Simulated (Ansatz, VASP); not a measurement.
**Nb in VASP and in Ansatz**

Contents of INCAR:

```
PREC = Accurate ; ENCUT = 500
EDIFF = 1E-6 ; ISMEAR = 0
SIGMA = 0.15 ; LREAL = F
LASPH = T ; NELM = 200
ALGO = Normal ; ISIF = 2
LWAVE = F ; LCHARG = T
ISPIN = 2 ; MAGMOM = 0.5
LORBIT = 11 ; LMAXMIX = 4
GGA = LIBXC ; LIBXC1 = GGA_X_B88
LIBXC2 = GGA_C_PBE ; LELF = T
LVHAR = T ; NBANDS = 16
GGA_COMPAT = F
```

KPOINTS

```
Automatic mesh
0
Gamma
  11 11 11
```

File POSCAR:

```
Nb
1.0
    0.0000000000      2.1290070307      2.1290070307
    2.1290070307      0.0000000000      2.1290070307
    2.1290070307      2.1290070307      0.0000000000
Nb
1
Direct
    0.0000000000      0.0000000000      0.0000000000
```

File input.yaml:

```yaml
crystal:
  lattice:
    - [0.0, 2.1290070307, 2.1290070307]
    - [2.1290070307, 0.0, 2.1290070307]
    - [2.1290070307, 2.1290070307, 0.0]
  atoms:
    - { symbol: Nb, position: [0.0, 0.0, 0.0], spin: 0.5 }
kpoints:
  mp_grid: { grid: [11, 11, 11] }
scf:
  occupations: { method: gaussian, width: 0.15 }
hamiltonian:
  xc: { exchange: b88, correlation: pbe }
  pseudopotentials: { kind: all_electron, lapw: { basis_error: 0.0005 } }
magnetization:
  spin_polarized: true
output:
  forces: true
  stress: true
  eigenvalues: true
```

Change from the starting cell: volume scaled by 1.02.

Alike in both runs: task single point; functional b88 exchange, pbe correlation; k mesh 11 × 11 × 11; occupations gaussian, width 0.15 eV; collinear spin.

```csv
,VASP,Ansatz
version,VASP 6.6.1,Ansatz 0.2.0
potentials or method,"VASP PAW PBE potentials, release 64 (Nb_sv), cutoff 500 eV","all-electron LAPW, scalar-relativistic"
```

VASP gave:

* gap on the k mesh at the Fermi level (eV): none
* pressure (GPa): -5.4
* net moment per atom (μB): 0.00

Q: What did Ansatz give for the same quantities?

A: gap on the k mesh at the Fermi level (eV): none; pressure (GPa): -5.1; net moment per atom (μB): 0.00.

VASP's potentials were made for PBE, not for b88 exchange, pbe correlation. A gap of «none» marks a metal or a gap that the smearing closes. Ansatz ran all-electron here, and VASP with PAW potentials.
